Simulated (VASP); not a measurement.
# Y3GeBr (R3m) in VASP: single point with PBE

Aim: the single point of Y3GeBr with PBE.

Everything below comes from runs of VASP 6.6.1. Logs are shortened: lines on timing, memory, paths and dates and some standing lists are left out, and cuts for length are marked.

## 1. The cell of the first run

Symmetry: R3m, No. 160, trigonal system. Conventional cell: a = 7.468 Å, b = 7.468 Å, c = 9.480 Å, α = 90.00°, β = 90.00°, γ = 120.00°. Within 3.2 Å of Y (site symmetry m) lie 2 Ge at 2.46 to 2.91 Å. Within 5.1 Å of Br (site symmetry 3m) lie 12 Y at 3.73 to 3.85 Å and 8 Ge at 4.46 to 5.02 Å. Ge (site symmetry 3m) has 6 Y at 2.46 to 2.91 Å within 3.2 Å.

## 2. Single point, PBE

The input, POSCAR:

```
Y3GeBr
1.0
    3.7340820000      2.1558690000      3.1600000000
   -3.7340820000      2.1558690000      3.1600000000
    0.0000000000     -4.3117470000      3.1600000000
Y Br Ge
3 1 1
Direct
    0.5069300000      0.9987400000      0.5069300000
    0.5069300000      0.5069300000      0.9987400000
    0.9987400000      0.5069300000      0.5069300000
    0.0100000000      0.0100000000      0.0100000000
    0.5394300000      0.5394300000      0.5394300000
```

The input, INCAR.step1:

```
  ALGO = Normal
  EDIFF = 1E-7
  ENCUT = 520
  GGA = PE
  ISIF = 2
  ISMEAR = -1
  LASPH = T
  LCHARG = T
  LMAXMIX = 4
  LREAL = F
  LWAVE = F
  NBANDS = 35
  NELM = 80
  PREC = Accurate
  SIGMA = 0.1
```

The input, KPOINTS.step1:

```
k-points
0
Gamma
  6 6 6
```

The input, INCAR.step2:

```
  ALGO = Normal
  EDIFF = 1E-7
  ENCUT = 520
  GGA = PE
  ICHARG = 11
  ISIF = 2
  ISMEAR = -5
  LASPH = T
  LCHARG = F
  LMAXMIX = 4
  LORBIT = 11
  LREAL = F
  LWAVE = F
  NBANDS = 35
  NEDOS = 2001
  NELM = 80
  PREC = Accurate
  SIGMA = 0.1
```

The input, KPOINTS.step2:

```
k-points
0
Gamma
  9 9 9
```

Potentials or basis: VASP PAW PBE potentials, release 64 (Y_sv, Br, Ge_d).

Command:

```console
cat potpaw_PBE.64/Y_sv/POTCAR potpaw_PBE.64/Br/POTCAR potpaw_PBE.64/Ge_d/POTCAR > POTCAR
cp INCAR.step1 INCAR
cp KPOINTS.step1 KPOINTS
mpirun -np 1 vasp_std > vasp.out
cp INCAR.step2 INCAR
cp KPOINTS.step2 KPOINTS
mpirun -np 1 vasp_std > vasp.out
```

OUTCAR:

```text
EDIFF = 1E-7
   ENCUT = 520
   GGA = PE
   ICHARG = 11
   ISIF = 2
   ISMEAR = -5
   LASPH = T
   LORBIT = 11
   LREAL = F
   NELM = 80
   PREC = Accurate

 ion  position               nearest neighbor table
   1  0.507  0.999  0.507-   5 2.46   5 2.91   2 3.67   3 3.67   2 3.80   3 3.80   3 3.83   3 3.83
                             2 3.83   2 3.83
   2  0.507  0.507  0.999-   5 2.46   5 2.91   3 3.67   1 3.67   1 3.80   3 3.80   1 3.83   3 3.83
                             1 3.83   3 3.83
   3  0.999  0.507  0.507-   5 2.46   5 2.91   2 3.67   1 3.67   2 3.80   1 3.80   1 3.83   1 3.83
                             2 3.83   2 3.83
   4  0.010  0.010  0.010-
   5  0.539  0.539  0.539-   1 2.46   3 2.46   2 2.46   1 2.91   3 2.91   2 2.91

  LATTYP: Found a trigonal (rhomboedric) cell.
 ALAT       =     5.3457216097
 COS(alpha) =     0.0241456084

  Lattice vectors:

 A1 = (   3.7340820000,   2.1558690000,   3.1600000000)
 A2 = (  -3.7340820000,   2.1558690000,   3.1600000000)
 A3 = (   0.0000000000,  -4.3117470000,   3.1600000000)

Analysis of symmetry for initial positions (statically):
=====================================================================
 Subroutine PRICEL returns:
 Original cell was already a primitive cell.

 Routine SETGRP: Setting up the symmetry group for a
 trigonal (rhombohedral) supercell.

 Subroutine GETGRP returns: Found  6 space group operations
 (whereof  6 operations were pure point group operations)
 out of a pool of 12 trial point group operations.

The static configuration has the point symmetry C_3v.

Analysis of symmetry for dynamics (positions and initial velocities):
=====================================================================
 Subroutine PRICEL returns:
 Original cell was already a primitive cell.

 Routine SETGRP: Setting up the symmetry group for a
 trigonal (rhombohedral) supercell.

 Subroutine GETGRP returns: Found  6 space group operations
 (whereof  6 operations were pure point group operations)
 out of a pool of 12 trial point group operations.

The dynamic configuration has the point symmetry C_3v.

 Subroutine INISYM returns: Found  6 space group operations
 (whereof  6 operations are pure point group operations),
 and found     1 'primitive' translations

----------------------------------------------------------------------------------------

                                     Primitive cell

  volume of cell :     152.6318

  direct lattice vectors                    reciprocal lattice vectors
     3.734082000  2.155869000  3.160000000     0.133901719  0.077308238  0.105485305
    -3.734082000  2.155869000  3.160000000    -0.133901719  0.077308238  0.105485305
     0.000000000 -4.311747000  3.160000000     0.000000000 -0.154616477  0.105485085

  length of vectors
     5.345721610  5.345721610  5.345723729     0.187172070  0.187172070  0.187172002

  position of ions in fractional coordinates (direct lattice)
     0.506930000  0.998740000  0.506930000
     0.506930000  0.506930000  0.998740000
     0.998740000  0.506930000  0.506930000
     0.010000000  0.010000000  0.010000000
     0.539430000  0.539430000  0.539430000

  ion indices of the primitive-cell ions
   primitive index   ion index
                 1           1
                 2           2
                 3           3
                 4           4
                 5           5

----------------------------------------------------------------------------------------

 KPOINTS: k-points

Automatic generation of k-mesh.
 Grid dimensions read from file:
 generate k-points for:    9    9    9

 Generating k-lattice:

  Cartesian coordinates                     Fractional coordinates (reciprocal lattice)
     0.014877969  0.008589804  0.011720589     0.111111111 -0.000000000  0.000000000
    -0.014877969  0.008589804  0.011720589    -0.000000000  0.111111111  0.000000000
     0.000000000 -0.017179609  0.011720565     0.000000000  0.000000000  0.111111111

  Length of vectors
     0.020796897  0.020796897  0.020796889

  Shift w.r.t. Gamma in fractional coordinates (k-lattice)
     0.000000000  0.000000000  0.000000000

 TETIRR: Found    369 inequivalent tetrahedra from     4374

 Subroutine IBZKPT returns following result:
 ===========================================

 Found     85 irreducible k-points:

 Following reciprocal coordinates:
            Coordinates               Weight
  0.000000  0.000000  0.000000      1.000000
  0.111111 -0.000000  0.000000      6.000000
  0.222222 -0.000000  0.000000      6.000000
  0.333333 -0.000000  0.000000      6.000000
  0.444444 -0.000000  0.000000      6.000000
  0.111111  0.111111  0.000000      6.000000
[... 16 lines left out ...]
 -0.333333  0.333333  0.000000      6.000000
  0.444444  0.444444  0.000000      6.000000
 [... further k-points ...]
   k-points           NKPTS =     85   k-points in BZ     NKDIM =     85   number of bands    NBANDS=     35
   number of dos      NEDOS =   2001   number of ions     NIONS =      5
   total plane-waves  NPLWV =  64000
   dimension x,y,z NGX =    40 NGY =   40 NGZ =   40
   dimension x,y,z NGXF=    80 NGYF=   80 NGZF=   80
   ions per type =               3   1   1
   NGX,Y,Z   is equivalent  to a cutoff of  12.44, 12.44, 12.44 a.u.
   NGXF,Y,Z  is equivalent  to a cutoff of  24.88, 24.88, 24.88 a.u.
 SYSTEM =  unknown system
   PREC   = accura    normal or accurate (medium, high low for compatibility)
   ISTART =      0    job   : 0-new  1-cont  2-samecut
   ICHARG =     11    charge: 1-file 2-atom 10-const
   ISPIN  =      1    spin polarized calculation?
   LNONCOLLINEAR =      F non collinear calculations
   LSORBIT =      F    spin-orbit coupling
   LASPH  =      T    aspherical Exc in radial PAW
   ENCUT  =  520.0 eV  38.22 Ry    6.18 a.u.   9.94  9.94  9.94*2*pi/ulx,y,z
   NELM   =     80;   NELMIN=  2; NELMDL=  0     # of ELM steps
   EDIFF  = 0.1E-06   stopping-criterion for ELM
   LREAL  =      F    real-space projection
   EDIFFG = 0.1E-05   stopping-criterion for IOM
   NSW    =      0    number of steps for IOM
   IBRION =     -1    ionic relax: 0-MD 1-quasi-New 2-CG
   NFREE  =      0    steps in history (QN), initial steepest desc. (CG)
   ISIF   =      2    stress and relaxation
   ISYM   =      2    0-nonsym 1-usesym 2-fastsym
   POTIM  = 0.5000    time-step for ionic-motion
   TEBEG  =    0.0;   TEEND  =   0.0 temperature during run
   PSTRESS=    0.0 pullay stress
   NELECT =      54.0000    total number of electrons
   NUPDOWN=      -1.0000    fix difference up-down
   EMIN   =  10.00;   EMAX   =-10.00  energy-range for DOS
   EFERMI =   0.00;   METHOD = LEGACY
   ISMEAR =    -5;   SIGMA  =   0.10  broadening in eV -4-tet -1-fermi 0-gaus
   EFERMI_NEDOS =   21; number of points for ismear=-14 and -15
   IALGO  =     38    algorithm
   IMIX   =      4    mixing-type and parameters
     AMIX     =   0.40;   BMIX     =  1.00
     AMIX_MAG =   1.60;   BMIX_MAG =  1.00
  volume/ion in A,a.u.               =      30.53       206.00
  Fermi-wavevector in a.u.,A,eV,Ry     =   1.157864  2.188046 18.240650  1.340650
  Thomas-Fermi vector in A             =   2.294472
   LORBIT       =     11    0 simple, 1 ext, 2 COOP (PROOUT), +10 PAW based schemes
   GGA     = PE    functional components
   LHFCALC =     F    Hartree Fock is set to
   AEXX    =    0.0000 exact exchange contribution
   IVDW    =     0    specifies the selected vdW correction
   LEPSILON=     F    determine dielectric tensor
   LRPA    =     F    only Hartree local field effects (RPA)
 non-spin polarized calculation
 Fermi weights with tetrahedron method with Bloechl corrections
  energy-cutoff  :      520.00
  volume of cell :      152.63
 maximum number of plane-waves:      4131

 number of electron      53.9999993 magnetization

 Free energy of the ion-electron system (eV)
  ---------------------------------------------------
  ext. energy  EPLUGINS =         0.00000000
  ---------------------------------------------------
  free energy    TOTEN  =       -25.40807464 eV

  energy without entropy =      -25.40807464  energy(sigma->0) =      -25.40807464

 E-fermi :   3.7257     XC(G=0):  -9.1907

 val. band max:        3.7219076371   @ k =  -0.4444  -0.4444   0.3333
 cond. band min:       3.7315813550   @ k =  -0.3333   0.1111   0.1111
 fundamental gap:      0.0096737179
 Fermi energy:         3.7256594453

 k-point     1 :       0.0000    0.0000    0.0000
  band No.  band energies     occupation
      1     -39.5796      2.00000
      2     -39.5426      2.00000
      3     -39.5426      2.00000
      4     -20.5426      2.00000
      5     -20.5426      2.00000
      6     -20.4011      2.00000
[... 27 lines left out ...]
     34       5.8835      0.00000
     35       6.2307      0.00000

 k-point     2 :       0.1111   -0.0000    0.0000
  band No.  band energies     occupation
      1     -39.5786      2.00000
      2     -39.5436      2.00000
      3     -39.5426      2.00000
      4     -20.5581      2.00000
      5     -20.5426      2.00000
      6     -20.4018      2.00000
[... 27 lines left out ...]
     34       5.9372      0.00000
     35       6.2622      0.00000
[... 796 lines left out ...]
     34       5.5005      0.00000
     35       6.0856      0.00000

 k-point    24 :       0.4444    0.4444    0.0000
  band No.  band energies     occupation
      1     -39.5602      2.00000
      2     -39.5518      2.00000
      3     -39.5516      2.00000
      4     -20.6853      2.00000
      5     -20.6138      2.00000
      6     -20.4189      2.00000
[... 27 lines left out ...]
     34       5.5803      0.00000
     35       5.7091      0.00000

 [... further k-points ...]

------------------------ aborting loop because EDIFF is reached ----------------------------------------

  FORCE on cell =-STRESS in cart. coord.  units (eV):
  Direction    XX          YY          ZZ          XY          YZ          ZX
  --------------------------------------------------------------------------------------
  -------------------------------------------------------------------------------------
  Total        6.5824199      6.5824123      3.7597160      0.0000000     -0.0000036      0.0000000
  in kB       69.0956985     69.0956185     39.4657596      0.0000000     -0.0000375      0.0000000
  external PRESSURE =      59.2190255 kB  Pullay stress =       0.0000000 kB

 VOLUME and BASIS-vectors are now :
 -----------------------------------------------------------------------------
  energy-cutoff  :      520.00
  volume of cell :      152.63
      direct lattice vectors                 reciprocal lattice vectors
     3.734082000  2.155869000  3.160000000     0.133901719  0.077308238  0.105485305
    -3.734082000  2.155869000  3.160000000    -0.133901719  0.077308238  0.105485305
     0.000000000 -4.311747000  3.160000000     0.000000000 -0.154616477  0.105485085

 POSITION                                       TOTAL-FORCE (eV/Angst)
 -----------------------------------------------------------------------------------
     -1.83646      1.06027      6.35982        -2.227282      1.285920      1.508981
      0.00000     -2.12056      6.35982         0.000000     -2.571843      1.508981
      1.83646      1.06027      6.35982         2.227282      1.285920      1.508981
      0.00000     -0.00000      0.09480         0.000000     -0.000000      0.007452
      0.00000     -0.00000      5.11380         0.000000      0.000004     -4.534395
 -----------------------------------------------------------------------------------
    total drift:                               -0.000000     -0.000003      0.003081

  FREE ENERGIE OF THE ION-ELECTRON SYSTEM (eV)
  ---------------------------------------------------
  free  energy   TOTEN  =       -25.4080746389 eV

  energy  without entropy=      -25.4080746389  energy(sigma->0) =      -25.40807464

 total charge

# of ion       s       p       d       f       tot
--------------------------------------------------
    1        2.222   6.290   1.036   0.028   9.576
    2        2.222   6.290   1.036   0.028   9.576
    3        2.222   6.290   1.036   0.028   9.576
    4        1.664   3.062   0.015   0.000   4.741
    5        1.202   1.560  10.020   0.000  12.782
--------------------------------------------------
tot          9.531  23.493  13.143   0.084  46.251
```

It took 7.4 min on 1 thread of Intel Xeon Platinum 8259CL at 2.50GHz (Skylake/Cascade Lake), shared host; peak memory 0.56 GiB.

Results:

* Valence electrons inside the program's atomic spheres: Y 9.58; Br 4.74; Ge 12.78

Caveat: tetrahedron occupations give inexact forces and stress in metals.
